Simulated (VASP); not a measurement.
# Be2Ga2C3 (P6/mmm) in VASP: notebook

Be2Ga2C3 is run at these levels: PBE; tasks: single point, relaxation of cell and atoms.

All numbers are computed with VASP 6.6.1; they aren't measurements. Logs are shortened: lines on timing, memory, paths and dates and some standing lists are left out, and cuts for length are marked.

## (1) The cell of the first run

It takes space group P6/mmm (No. 191, hexagonal). Conventional cell: a = 4.345 Å, b = 4.345 Å, c = 6.705 Å, α = 90.00°, β = 90.00°, γ = 120.00°. Within 3.3 Å of Be (site symmetry -6m2) lie 3 C at 2.51 Å and 3 Be at 2.51 Å. Ga (site symmetry 6mm) has 7 C at 2.23 to 2.75 Å and 1 Ga at 2.24 Å within 3.0 Å. C (site symmetry 6/mmm) has 2 Ga at 2.23 Å and 6 Be at 2.51 Å within 3.0 Å. C (site symmetry -6m2) has 3 C at 2.51 Å and 6 Ga at 2.75 Å within 3.3 Å.

## (2) Single point, PBE

Input file INCAR:

```
ALGO     = Normal         # electronic algorithm
EDIFF    = 1E-6           # SCF threshold, eV
ENCUT    = 520            # plane-wave cutoff, eV
GGA      = PE             # functional
ISIF     = 2              # what is computed and relaxed
ISMEAR   = 0              # smearing method
LASPH    = True           # aspherical terms in the spheres
LCHARG   = True           # write CHGCAR
LELF     = True           # ELF
LREAL    = False          # projectors in reciprocal space
LVHAR    = True         
LWAVE    = False          # write WAVECAR
NBANDS   = 30             # bands
NELM     = 100            # most SCF steps
PREC     = Accurate       # precision mode
SIGMA    = 0.1            # smearing width, eV
```

Input file KPOINTS:

```
k-points
0
Gamma
  6 6 4
```

Input file POSCAR:

```
Be2Ga2C3
1.0
    4.3449390600      0.0000000000      0.0000000000
   -2.1724695300      3.7628276100      0.0000000000
    0.0000000000      0.0000000000      6.7050349000
Be Ga C
2 2 3
Direct
    0.3333333300      0.6666666700      0.5000000000
    0.6666666700      0.3333333300      0.5000000000
    0.0000000000      0.0000000000      0.1671258900
    0.0000000000      0.0000000000      0.8328741100
    0.0000000000      0.0000000000      0.5000000000
    0.3333333300      0.6666666700      0.0000000000
    0.6666666700      0.3333333300      0.0000000000
```

Potentials or basis: VASP PAW PBE potentials, release 64 (Be, Ga_d, C).

Launch:

```sh
cat potpaw_PBE.64/Be/POTCAR potpaw_PBE.64/Ga_d/POTCAR potpaw_PBE.64/C/POTCAR > POTCAR
mpirun -np 1 vasp_std > vasp.out
```

OUTCAR:

```text
EDIFF = 1E-6
   ENCUT = 520
   GGA = PE
   ISIF = 2
   ISMEAR = 0
   LASPH = True
   LREAL = False
   NELM = 100
   PREC = Accurate

 ion  position               nearest neighbor table
   1  0.333  0.667  0.500-
   2  0.667  0.333  0.500-
   3  0.000  0.000  0.167-   5 2.23   4 2.24
   4  0.000  0.000  0.833-   5 2.23   3 2.24
   5  0.000  0.000  0.500-   3 2.23   4 2.23
   6  0.333  0.667  0.000-
   7  0.667  0.333  0.000-

  LATTYP: Found a hexagonal cell.
 ALAT       =     4.3449390600
 C/A-ratio  =     1.5431827253

  Lattice vectors:

 A1 = (   4.3449390600,   0.0000000000,   0.0000000000)
 A2 = (  -2.1724695300,   3.7628276100,   0.0000000000)
 A3 = (   0.0000000000,   0.0000000000,   6.7050349000)

Analysis of symmetry for initial positions (statically):
=====================================================================
 Subroutine PRICEL returns:
 Original cell was already a primitive cell.

 Routine SETGRP: Setting up the symmetry group for a
 hexagonal supercell.

 Subroutine GETGRP returns: Found 24 space group operations
 (whereof 24 operations were pure point group operations)
 out of a pool of 24 trial point group operations.

The static configuration has the point symmetry D_6h.

Analysis of symmetry for dynamics (positions and initial velocities):
=====================================================================
 Subroutine PRICEL returns:
 Original cell was already a primitive cell.

 Routine SETGRP: Setting up the symmetry group for a
 hexagonal supercell.

 Subroutine GETGRP returns: Found 24 space group operations
 (whereof 24 operations were pure point group operations)
 out of a pool of 24 trial point group operations.

The dynamic configuration has the point symmetry D_6h.

 Subroutine INISYM returns: Found 24 space group operations
 (whereof 24 operations are pure point group operations),
 and found     1 'primitive' translations

----------------------------------------------------------------------------------------

                                     Primitive cell

  volume of cell :     109.6223

  direct lattice vectors                    reciprocal lattice vectors
     4.344939060  0.000000000  0.000000000     0.230152825  0.132878795  0.000000000
    -2.172469530  3.762827610  0.000000000     0.000000000  0.265757591  0.000000000
     0.000000000  0.000000000  6.705034900     0.000000000  0.000000000  0.149141655

  length of vectors
     4.344939060  4.344939065  6.705034900     0.265757591  0.265757591  0.149141655

  position of ions in fractional coordinates (direct lattice)
     0.333333330  0.666666670  0.500000000
     0.666666670  0.333333330  0.500000000
     0.000000000  0.000000000  0.167125890
     0.000000000  0.000000000  0.832874110
     0.000000000  0.000000000  0.500000000
     0.333333330  0.666666670  0.000000000
     0.666666670  0.333333330  0.000000000

  ion indices of the primitive-cell ions
   primitive index   ion index
                 1           1
                 2           2
                 3           3
                 4           4
                 5           5
                 6           6
                 7           7

----------------------------------------------------------------------------------------

 KPOINTS: k-points

Automatic generation of k-mesh.
 Grid dimensions read from file:
 generate k-points for:    6    6    4

 Generating k-lattice:

  Cartesian coordinates                     Fractional coordinates (reciprocal lattice)
     0.038358804  0.022146466  0.000000000     0.166666667  0.000000000  0.000000000
     0.000000000  0.044292932  0.000000000     0.000000000  0.166666667  0.000000000
     0.000000000  0.000000000  0.037285414     0.000000000  0.000000000  0.250000000

  Length of vectors
     0.044292932  0.044292932  0.037285414

  Shift w.r.t. Gamma in fractional coordinates (k-lattice)
     0.000000000  0.000000000  0.000000000

 Subroutine IBZKPT returns following result:
 ===========================================

 Found     21 irreducible k-points:

 Following reciprocal coordinates:
            Coordinates               Weight
  0.000000  0.000000  0.000000      1.000000
  0.166667  0.000000  0.000000      6.000000
  0.333333  0.000000  0.000000      6.000000
  0.500000  0.000000  0.000000      3.000000
  0.166667  0.166667  0.000000      6.000000
  0.333333  0.166667  0.000000     12.000000
[... 13 lines left out ...]
  0.333333  0.166667  0.500000     12.000000
  0.333333  0.333333  0.500000      2.000000
   k-points           NKPTS =     21   k-points in BZ     NKDIM =     21   number of bands    NBANDS=     30
   number of dos      NEDOS =    301   number of ions     NIONS =      7
   total plane-waves  NPLWV =  51200
   dimension x,y,z NGX =    32 NGY =   32 NGZ =   50
   dimension x,y,z NGXF=    64 NGYF=   64 NGZF=  100
   ions per type =               2   2   3
   NGX,Y,Z   is equivalent  to a cutoff of  12.24, 12.24, 12.40 a.u.
   NGXF,Y,Z  is equivalent  to a cutoff of  24.49, 24.49, 24.79 a.u.
 SYSTEM =  unknown system
   PREC   = accura    normal or accurate (medium, high low for compatibility)
   ISTART =      0    job   : 0-new  1-cont  2-samecut
   ICHARG =      2    charge: 1-file 2-atom 10-const
   ISPIN  =      1    spin polarized calculation?
   LNONCOLLINEAR =      F non collinear calculations
   LSORBIT =      F    spin-orbit coupling
   LASPH  =      T    aspherical Exc in radial PAW
   ENCUT  =  520.0 eV  38.22 Ry    6.18 a.u.   8.08  8.08 12.47*2*pi/ulx,y,z
   NELM   =    100;   NELMIN=  2; NELMDL= -5     # of ELM steps
   EDIFF  = 0.1E-05   stopping-criterion for ELM
   LREAL  =      F    real-space projection
   EDIFFG = 0.1E-04   stopping-criterion for IOM
   NSW    =      0    number of steps for IOM
   IBRION =     -1    ionic relax: 0-MD 1-quasi-New 2-CG
   NFREE  =      0    steps in history (QN), initial steepest desc. (CG)
   ISIF   =      2    stress and relaxation
   ISYM   =      2    0-nonsym 1-usesym 2-fastsym
   POTIM  = 0.5000    time-step for ionic-motion
   TEBEG  =    0.0;   TEEND  =   0.0 temperature during run
   PSTRESS=    0.0 pullay stress
   NELECT =      42.0000    total number of electrons
   NUPDOWN=      -1.0000    fix difference up-down
   EMIN   =  10.00;   EMAX   =-10.00  energy-range for DOS
   EFERMI =   0.00;   METHOD = LEGACY
   ISMEAR =     0;   SIGMA  =   0.10  broadening in eV -4-tet -1-fermi 0-gaus
   EFERMI_NEDOS =   21; number of points for ismear=-14 and -15
   IALGO  =     38    algorithm
   IMIX   =      4    mixing-type and parameters
     AMIX     =   0.40;   BMIX     =  1.00
     AMIX_MAG =   1.60;   BMIX_MAG =  1.00
  volume/ion in A,a.u.               =      15.66       105.68
  Fermi-wavevector in a.u.,A,eV,Ry     =   1.189027  2.246934 19.235703  1.413784
  Thomas-Fermi vector in A             =   2.325143
   LORBIT       =      0    0 simple, 1 ext, 2 COOP (PROOUT), +10 PAW based schemes
   GGA     = PE    functional components
   LHFCALC =     F    Hartree Fock is set to
   AEXX    =    0.0000 exact exchange contribution
   IVDW    =     0    specifies the selected vdW correction
   LEPSILON=     F    determine dielectric tensor
   LRPA    =     F    only Hartree local field effects (RPA)
 non-spin polarized calculation
 Gauss-broadening in eV      SIGMA  =   0.10
  energy-cutoff  :      520.00
  volume of cell :      109.62
 maximum number of plane-waves:      2990
   NGX = 17   NGY = 17   NGZ = 25

 number of electron      41.9999991 magnetization

 Free energy of the ion-electron system (eV)
  ---------------------------------------------------
  ext. energy  EPLUGINS =         0.00000000
  ---------------------------------------------------
  free energy    TOTEN  =       -25.15931694 eV

  energy without entropy =      -25.12002095  energy(sigma->0) =      -25.13966894

 E-fermi :   3.2578     XC(G=0):  -9.7013

 val. band max:        3.2557416696   @ k =   0.1667   0.1667   0.0000
 cond. band min:       3.3004480012   @ k =   0.3333   0.1667   0.0000
 fundamental gap:      0.0447063317
 Fermi energy:         3.2577751633

 k-point     1 :       0.0000    0.0000    0.0000
  band No.  band energies     occupation
      1     -12.2563      2.00000
      2     -11.9144      2.00000
      3     -11.9144      2.00000
      4     -11.7625      2.00000
      5     -11.7625      2.00000
      6     -11.6964      2.00000
[... 22 lines left out ...]
     29       7.7498      0.00000
     30       7.8785      0.00000

 k-point     2 :       0.1667    0.0000    0.0000
  band No.  band energies     occupation
      1     -12.2555      2.00000
      2     -11.9216      2.00000
      3     -11.9155      2.00000
      4     -11.7653      2.00000
      5     -11.7585      2.00000
      6     -11.6971      2.00000
[... 22 lines left out ...]
     29       7.1338      0.00000
     30       7.4341      0.00000

 k-point     3 :       0.3333    0.0000    0.0000
  band No.  band energies     occupation
      1     -12.2540      2.00000
      2     -11.9350      2.00000
      3     -11.9178      2.00000
      4     -11.7715      2.00000
      5     -11.7505      2.00000
      6     -11.6986      2.00000
[... 22 lines left out ...]
     29       6.8210      0.00000
     30       7.3032      0.00000

 k-point     4 :       0.5000    0.0000    0.0000
  band No.  band energies     occupation
      1     -12.2533      2.00000
      2     -11.9412      2.00000
      3     -11.9189      2.00000
      4     -11.7749      2.00000
      5     -11.7465      2.00000
      6     -11.6993      2.00000
[... 22 lines left out ...]
     29       7.3612      0.00000
     30       7.5675      0.00000

 k-point     5 :       0.1667    0.1667    0.0000
  band No.  band energies     occupation
      1     -12.2544      2.00000
      2     -11.9304      2.00000
      3     -11.9187      2.00000
      4     -11.7677      2.00000
      5     -11.7545      2.00000
      6     -11.6975      2.00000
[... 22 lines left out ...]
     29       7.0929      0.00000
     30       7.2377      0.00000
[... 427 lines left out ...]
     29       7.5413      0.00000
     30       7.9350      0.00000

 k-point    19 :       0.1667    0.1667    0.5000
  band No.  band energies     occupation
      1     -12.2180      2.00000
      2     -11.9265      2.00000
      3     -11.9150      2.00000
      4     -11.7674      2.00000
      5     -11.7543      2.00000
      6     -11.6977      2.00000
[... 22 lines left out ...]
     29       6.9545      0.00000
     30       8.7452      0.00000

 k-point    20 :       0.3333    0.1667    0.5000
  band No.  band energies     occupation
      1     -12.2175      2.00000
      2     -11.9335      2.00000
      3     -11.9191      2.00000
      4     -11.7692      2.00000
      5     -11.7511      2.00000
      6     -11.6977      2.00000
[... 22 lines left out ...]
     29       7.2684      0.00000
     30       8.7441      0.00000

 k-point    21 :       0.3333    0.3333    0.5000
  band No.  band energies     occupation
      1     -12.2174      2.00000
      2     -11.9284      2.00000
      3     -11.9284      2.00000
      4     -11.7597      2.00000
      5     -11.7597      2.00000
      6     -11.6940      2.00000
[... 22 lines left out ...]
     29       6.6749      0.00000
     30       9.5448      0.00000

------------------------ aborting loop because EDIFF is reached ----------------------------------------

  FORCE on cell =-STRESS in cart. coord.  units (eV):
  Direction    XX          YY          ZZ          XY          YZ          ZX
  --------------------------------------------------------------------------------------
  -------------------------------------------------------------------------------------
  Total      -14.3859028    -14.3859029     -3.8861417      0.0000000     -0.0000000      0.0000000
  in kB     -210.2561225   -210.2561232    -56.7976223      0.0000000     -0.0000000      0.0000000
  external PRESSURE =    -159.1032893 kB  Pullay stress =       0.0000000 kB

 VOLUME and BASIS-vectors are now :
 -----------------------------------------------------------------------------
  energy-cutoff  :      520.00
  volume of cell :      109.62
      direct lattice vectors                 reciprocal lattice vectors
     4.344939060  0.000000000  0.000000000     0.230152825  0.132878795  0.000000000
    -2.172469530  3.762827610  0.000000000     0.000000000  0.265757591  0.000000000
     0.000000000  0.000000000  6.705034900     0.000000000  0.000000000  0.149141655

 POSITION                                       TOTAL-FORCE (eV/Angst)
 -----------------------------------------------------------------------------------
     -0.00000      2.50855      3.35252        -0.000000     -0.000000     -0.000000
      2.17247      1.25428      3.35252         0.000000      0.000000     -0.000000
      0.00000      0.00000      1.12058        -0.000000     -0.000000      2.711958
      0.00000      0.00000      5.58445        -0.000000      0.000000     -2.711958
      0.00000      0.00000      3.35252         0.000000      0.000000     -0.000000
     -0.00000      2.50855      0.00000        -0.000000      0.000000      0.000000
      2.17247      1.25428      0.00000         0.000000      0.000000     -0.000000
 -----------------------------------------------------------------------------------
    total drift:                               -0.000000      0.000000      0.000000

  FREE ENERGIE OF THE ION-ELECTRON SYSTEM (eV)
  ---------------------------------------------------
  free  energy   TOTEN  =       -25.1593169399 eV

  energy  without entropy=      -25.1200209489  energy(sigma->0) =      -25.13966894
```

Run time: 63 s. Hardware: 1 thread of Intel Xeon Platinum 8488C (Sapphire Rapids), shared host; peak memory 0.24 GiB.

Results:

```yaml
Free_energy: -25.1593 eV
Pressure: -15.9 GPa
Largest_force: 2.712 eV/Å
Band_gap_on_the_k_mesh: zero (band 21 reaches 3.35 eV, above the bottom of band 22 at 2.53 eV)
```

Forces in eV/Å, atoms in the order of the input:
```
Be   0.000  0.000  0.000
Be   0.000  0.000  0.000
Ga   0.000  0.000  2.712
Ga   0.000  0.000 -2.712
C    0.000  0.000  0.000
C    0.000  0.000  0.000
C    0.000  0.000  0.000
```

Caveat: forces of over 1 eV/Å act on the atoms, so gaps and moduli don't describe the material at rest.

## (3) Single point, PBE

This run uses another cell than the first one, of 12.20 Å³/atom, 0.779 times its volume.

Input file INCAR:

```
SYSTEM = Be2Ga2C3
ALGO = Normal ; EDIFF = 1E-7
ENCUT = 520 ; GGA = PE
ISIF = 2 ; ISMEAR = 0
LASPH = .TRUE. ; LCHARG = .TRUE.
LELF = .TRUE. ; LREAL = .FALSE.
LVHAR = .TRUE. ; LWAVE = .FALSE.
NBANDS = 30 ; NELM = 100
PREC = Accurate ; SIGMA = 0.1
```

Input file KPOINTS:

```
k-points
0
G
  9 9 2
  0 0 0
```

Input file POSCAR:

```
Be2Ga2C3
1.0
    2.8598988128      0.0000000000      0.0000000000
   -1.4299494064      2.4767450241      0.0000000000
    0.0000000000      0.0000000000     12.0586681103
Be Ga C
2 2 3
Direct
    0.3333333333      0.6666666667      0.5000000000
    0.6666666667      0.3333333333      0.5000000000
    0.0000000000      0.0000000000      0.2660658137
    0.0000000000      0.0000000000      0.7339341863
    0.0000000000      0.0000000000      0.5000000000
    0.3333333333      0.6666666667      0.0000000000
    0.6666666667      0.3333333333      0.0000000000
```

Potentials or basis: VASP PAW PBE potentials, release 64 (Be, Ga_d, C).

Launch:

```sh
cat potpaw_PBE.64/Be/POTCAR potpaw_PBE.64/Ga_d/POTCAR potpaw_PBE.64/C/POTCAR > POTCAR
mpirun -np 1 vasp_std > vasp.out
```

Run time: 54 s. Hardware: 1 thread of Intel Xeon Platinum 8488C (Sapphire Rapids), shared host; peak memory 0.24 GiB.

It converged, with:

| Item | Value |
| --- | --- |
| Free energy | -35.5897 eV |
| Pressure | 0.3 GPa |
| Largest force | 0.008 eV/Å |
| Band gap on the k mesh | zero (band 21 reaches 6.60 eV, above the bottom of band 22 at 3.57 eV) |

Forces in eV/Å, atoms in the order of the input:
```
Be   0.000  0.000  0.000
Be   0.000  0.000  0.000
Ga   0.000  0.000  0.008
Ga   0.000  0.000 -0.008
C    0.000  0.000  0.000
C    0.000  0.000  0.000
C    0.000  0.000  0.000
```

Stress tensor (GPa, compression positive):
```
0.33 0.00 0.00
0.00 0.33 0.00
0.00 0.00 0.21
```

Levels at points of the mesh, in eV from the Fermi level:
| k point | band 17 | band 18 | band 19 | band 20 | band 21 | band 22 | band 23 | band 24 | band 25 | band 26 |
| --- | --- | --- | --- | --- | --- | --- | --- | --- | --- | --- |
| (0.00, 0.00, 0.00) | -3.90 | -3.90 | -3.13 | -3.13 | -1.31 | 1.23 | 1.89 | 1.89 | 3.10 | 4.84 |
| (0.00, 0.00, 0.50) | -3.90 | -3.90 | -3.13 | -3.13 | -0.53 | 0.36 | 1.89 | 1.89 | 3.10 | 4.84 |

(Part 1 of 2 ends here.)
